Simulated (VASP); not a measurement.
# Ge (Cmmm) in VASP: single point with LDA

Aim: the single point of Ge with LDA.

Everything below comes from runs of VASP 6.6.1. Logs are shortened: lines on timing, memory, paths and dates and some standing lists are left out, and cuts for length are marked.

## Step 1: The cell of the first run

The structure is orthorhombic, space group Cmmm (No. 65). The conventional cell has a = 2.794 Å, b = 5.201 Å, c = 2.698 Å, α = 90.00°, β = 90.00°, γ = 90.00°. Ge (site symmetry mmm) has 8 Ge at 2.70 to 2.95 Å within 3.6 Å.

## Step 2: Single point, LDA

Contents of INCAR:

```
SYSTEM = Ge
  PREC = Accurate
  ENCUT = 520
  EDIFF = 1E-6
  ISMEAR = 0
  SIGMA = 0.15
  LREAL = .FALSE.
  LASPH = .TRUE.
  NELM = 80
  ALGO = Normal
  ISIF = 2
  LWAVE = .FALSE.
  LCHARG = .FALSE.
  NBANDS = 13
```

Contents of KPOINTS:

```
regular mesh
0
G
  22 22 20
  0 0 0
```

Contents of POSCAR:

```
Ge
1.0
    1.3971490000     -2.6005160000      0.0000000000
    1.3971490000      2.6005160000      0.0000000000
    0.0000000000      0.0000000000      2.6982310000
Ge
1
Direct
    0.5000000000      0.5000000000      0.0000000000
```

Potentials or basis: VASP PAW LDA potentials, release 64 (Ge_d).

On the command line:

```console
cat potpaw_LDA.64/Ge_d/POTCAR > POTCAR
mpirun -np 1 vasp_std > vasp.out
```

OUTCAR:

```text
SYSTEM = Ge
   PREC = Accurate
   ENCUT = 520
   EDIFF = 1E-6
   ISMEAR = 0
   LREAL = .FALSE.
   LASPH = .TRUE.
   NELM = 80
   ISIF = 2

 ion  position               nearest neighbor table
   1  0.500  0.500  0.000-

  LATTYP: Found a base centered orthorhombic cell.
 ALAT       =     2.7942980000
 B/A-ratio  =     1.8613018368
 C/A-ratio  =     0.9656203454

  Lattice vectors:

 A1 = (   1.3971490000,  -2.6005160000,   0.0000000000)
 A2 = (   1.3971490000,   2.6005160000,   0.0000000000)
 A3 = (   0.0000000000,   0.0000000000,   2.6982310000)

Analysis of symmetry for initial positions (statically):
=====================================================================
 Subroutine PRICEL returns:
 Original cell was already a primitive cell.

 Routine SETGRP: Setting up the symmetry group for a
 base centered orthorhombic supercell.

 Subroutine GETGRP returns: Found  8 space group operations
 (whereof  8 operations were pure point group operations)
 out of a pool of  8 trial point group operations.

The static configuration has the point symmetry D_2h.

Analysis of symmetry for dynamics (positions and initial velocities):
=====================================================================
 Subroutine PRICEL returns:
 Original cell was already a primitive cell.

 Routine SETGRP: Setting up the symmetry group for a
 base centered orthorhombic supercell.

 Subroutine GETGRP returns: Found  8 space group operations
 (whereof  8 operations were pure point group operations)
 out of a pool of  8 trial point group operations.

The dynamic configuration has the point symmetry D_2h.

 Subroutine INISYM returns: Found  8 space group operations
 (whereof  8 operations are pure point group operations),
 and found     1 'primitive' translations

----------------------------------------------------------------------------------------

                                     Primitive cell

  volume of cell :      19.6070

  direct lattice vectors                    reciprocal lattice vectors
     1.397149000 -2.600516000  0.000000000     0.357871637 -0.192269534  0.000000000
     1.397149000  2.600516000  0.000000000     0.357871637  0.192269534  0.000000000
     0.000000000  0.000000000  2.698231000     0.000000000  0.000000000  0.370613191

  length of vectors
     2.952068562  2.952068562  2.698231000     0.406250763  0.406250763  0.370613191

  position of ions in fractional coordinates (direct lattice)
     0.500000000  0.500000000  0.000000000

  ion indices of the primitive-cell ions
   primitive index   ion index
                 1           1

----------------------------------------------------------------------------------------

 KPOINTS: regular mesh

Automatic generation of k-mesh.
 Grid dimensions read from file:
 generate k-points for:   22   22   20

 Generating k-lattice:

  Cartesian coordinates                     Fractional coordinates (reciprocal lattice)
     0.016266893 -0.008739524  0.000000000     0.045454545  0.000000000  0.000000000
     0.016266893  0.008739524  0.000000000     0.000000000  0.045454545  0.000000000
     0.000000000  0.000000000  0.018530660     0.000000000  0.000000000  0.050000000

  Length of vectors
     0.018465944  0.018465944  0.018530660

  Shift w.r.t. Gamma in fractional coordinates (k-lattice)
     0.000000000  0.000000000  0.000000000

 Subroutine IBZKPT returns following result:
 ===========================================

 Found   1463 irreducible k-points:

 Following reciprocal coordinates:
            Coordinates               Weight
  0.000000  0.000000  0.000000      1.000000
  0.045455  0.000000  0.000000      4.000000
  0.090909  0.000000  0.000000      4.000000
  0.136364 -0.000000  0.000000      4.000000
  0.181818 -0.000000  0.000000      4.000000
  0.227273 -0.000000  0.000000      4.000000
[... 16 lines left out ...]
  0.500000  0.045455  0.000000      4.000000
 -0.454545  0.045455  0.000000      4.000000
 [... further k-points ...]
   k-points           NKPTS =   1463   k-points in BZ     NKDIM =   1463   number of bands    NBANDS=     13
   number of dos      NEDOS =    301   number of ions     NIONS =      1
   total plane-waves  NPLWV =  11520
   dimension x,y,z NGX =    24 NGY =   24 NGZ =   20
   dimension x,y,z NGXF=    48 NGYF=   48 NGZF=   40
   ions per type =               1
   NGX,Y,Z   is equivalent  to a cutoff of  13.52, 13.52, 12.32 a.u.
   NGXF,Y,Z  is equivalent  to a cutoff of  27.03, 27.03, 24.65 a.u.
 SYSTEM =  Ge
   PREC   = accura    normal or accurate (medium, high low for compatibility)
   ISTART =      0    job   : 0-new  1-cont  2-samecut
   ICHARG =      2    charge: 1-file 2-atom 10-const
   ISPIN  =      1    spin polarized calculation?
   LNONCOLLINEAR =      F non collinear calculations
   LSORBIT =      F    spin-orbit coupling
   LASPH  =      T    aspherical Exc in radial PAW
   ENCUT  =  520.0 eV  38.22 Ry    6.18 a.u.   5.49  5.49  5.02*2*pi/ulx,y,z
   NELM   =     80;   NELMIN=  2; NELMDL= -5     # of ELM steps
   EDIFF  = 0.1E-05   stopping-criterion for ELM
   LREAL  =      F    real-space projection
   EDIFFG = 0.1E-04   stopping-criterion for IOM
   NSW    =      0    number of steps for IOM
   IBRION =     -1    ionic relax: 0-MD 1-quasi-New 2-CG
   NFREE  =      0    steps in history (QN), initial steepest desc. (CG)
   ISIF   =      2    stress and relaxation
   ISYM   =      2    0-nonsym 1-usesym 2-fastsym
   POTIM  = 0.5000    time-step for ionic-motion
   TEBEG  =    0.0;   TEEND  =   0.0 temperature during run
   PSTRESS=    0.0 pullay stress
   NELECT =      14.0000    total number of electrons
   NUPDOWN=      -1.0000    fix difference up-down
   EMIN   =  10.00;   EMAX   =-10.00  energy-range for DOS
   EFERMI =   0.00;   METHOD = LEGACY
   ISMEAR =     0;   SIGMA  =   0.15  broadening in eV -4-tet -1-fermi 0-gaus
   EFERMI_NEDOS =   21; number of points for ismear=-14 and -15
   IALGO  =     38    algorithm
   IMIX   =      4    mixing-type and parameters
     AMIX     =   0.40;   BMIX     =  1.00
     AMIX_MAG =   1.60;   BMIX_MAG =  1.00
  volume/ion in A,a.u.               =      19.61       132.31
  Fermi-wavevector in a.u.,A,eV,Ry     =   1.463234  2.765111 29.130796  2.141053
  Thomas-Fermi vector in A             =   2.579353
   LORBIT       =      0    0 simple, 1 ext, 2 COOP (PROOUT), +10 PAW based schemes
   GGA     = CA    functional components
   LHFCALC =     F    Hartree Fock is set to
   AEXX    =    0.0000 exact exchange contribution
   IVDW    =     0    specifies the selected vdW correction
   LEPSILON=     F    determine dielectric tensor
   LRPA    =     F    only Hartree local field effects (RPA)
 non-spin polarized calculation
 Gauss-broadening in eV      SIGMA  =   0.15
  energy-cutoff  :      520.00
  volume of cell :       19.61
 maximum number of plane-waves:       542
 NGX is ok and might be reduce to    24
   NGX = 11   NGY = 11   NGZ = 11

 number of electron      14.0000003 magnetization

 Free energy of the ion-electron system (eV)
  ---------------------------------------------------
  ext. energy  EPLUGINS =         0.00000000
  ---------------------------------------------------
  free energy    TOTEN  =        -4.96307341 eV

  energy without entropy =       -4.95833546  energy(sigma->0) =       -4.96070444

 E-fermi :   5.9230     XC(G=0): -11.3213

 val. band max:        5.9213690969   @ k =   0.3636   0.1818   0.1000
 cond. band min:       5.9310334461   @ k =  -0.4091   0.1818   0.3000
 fundamental gap:      0.0096643491
 Fermi energy:         5.9229592066

 k-point     1 :       0.0000    0.0000    0.0000
  band No.  band energies     occupation
      1     -18.8855      2.00000
      2     -18.8244      2.00000
      3     -18.7738      2.00000
      4     -18.6716      2.00000
      5     -18.6542      2.00000
      6      -6.9264      2.00000
      7      12.5344      0.00000
      8      12.9735      0.00000
      9      14.4625      0.00000
     10      16.1995      0.00000
     11      18.4789      0.00000
     12      20.8157      0.00000
     13      21.0027      0.00000

 k-point     2 :       0.0455    0.0000    0.0000
  band No.  band energies     occupation
      1     -18.8840      2.00000
      2     -18.8222      2.00000
      3     -18.7741      2.00000
      4     -18.6719      2.00000
      5     -18.6552      2.00000
      6      -6.8764      2.00000
      7      12.5829      0.00000
      8      12.7706      0.00000
      9      13.9491      0.00000
     10      16.3746      0.00000
     11      18.5665      0.00000
     12      19.9458      0.00000
     13      21.1846      0.00000

 k-point     3 :       0.0909    0.0000    0.0000
  band No.  band energies     occupation
      1     -18.8797      2.00000
      2     -18.8159      2.00000
      3     -18.7747      2.00000
      4     -18.6728      2.00000
      5     -18.6581      2.00000
      6      -6.7265      2.00000
      7      12.1235      0.00000
      8      12.7276      0.00000
      9      12.9512      0.00000
     10      16.6269      0.00000
     11      18.1864      0.00000
     12      19.7989      0.00000
     13      22.1100      0.00000
[... 305 lines left out ...]
 k-point    23 :       0.5000    0.0455    0.0000
  band No.  band energies     occupation
      1     -18.8593      2.00000
      2     -18.7788      2.00000
      3     -18.7097      2.00000
      4     -18.6809      2.00000
      5     -18.6797      2.00000
      6      -2.0169      2.00000
      7       0.8825      2.00000
      8       8.8406      0.00000
      9      14.0750      0.00000
     10      16.3041      0.00000
     11      21.9627      0.00000
     12      22.9200      0.00000
     13      23.0758      0.00000

 k-point    24 :      -0.4545    0.0455    0.0000
  band No.  band energies     occupation
      1     -18.8582      2.00000
      2     -18.7803      2.00000
      3     -18.7074      2.00000
      4     -18.6866      2.00000
      5     -18.6804      2.00000
      6      -2.6502      2.00000
      7       1.7222      2.00000
      8       8.8725      0.00000
      9      14.2511      0.00000
     10      16.0062      0.00000
     11      21.0644      0.00000
     12      23.4097      0.00000
     13      24.1345      0.00000

 [... further k-points ...]

------------------------ aborting loop because EDIFF is reached ----------------------------------------

  FORCE on cell =-STRESS in cart. coord.  units (eV):
  Direction    XX          YY          ZZ          XY          YZ          ZX
  --------------------------------------------------------------------------------------
  -------------------------------------------------------------------------------------
  Total       -0.5612077     -0.8409557     -0.7343914     -0.0000000      0.0000000      0.0000000
  in kB      -45.8588183    -68.7182849    -60.0104393     -0.0000000      0.0000000      0.0000000
  external PRESSURE =     -58.1958475 kB  Pullay stress =       0.0000000 kB

 VOLUME and BASIS-vectors are now :
 -----------------------------------------------------------------------------
  energy-cutoff  :      520.00
  volume of cell :       19.61
      direct lattice vectors                 reciprocal lattice vectors
     1.397149000 -2.600516000  0.000000000     0.357871637 -0.192269534  0.000000000
     1.397149000  2.600516000  0.000000000     0.357871637  0.192269534  0.000000000
     0.000000000  0.000000000  2.698231000     0.000000000  0.000000000  0.370613191

 POSITION                                       TOTAL-FORCE (eV/Angst)
 -----------------------------------------------------------------------------------
      1.39715      0.00000      0.00000         0.000000     -0.000000      0.000000
 -----------------------------------------------------------------------------------
    total drift:                               -0.000000     -0.000000     -0.000000

  FREE ENERGIE OF THE ION-ELECTRON SYSTEM (eV)
  ---------------------------------------------------
  free  energy   TOTEN  =        -4.9630734066 eV

  energy  without entropy=       -4.9583354644  energy(sigma->0) =       -4.96070444
```

It took 7.7 min on 1 thread of AMD EPYC 7R13, shared host; peak memory 0.39 GiB.

What came out:

- Free energy: -4.9631 eV
- Pressure: -5.8 GPa
- Band gap on the k mesh: zero (bands 7 and 8 overlap by 9.60 eV)

Stress tensor (GPa, compression positive):
```
-4.59  0.00  0.00
 0.00 -6.87  0.00
 0.00  0.00 -6.00
```

Caveat: the cell stands under tension.
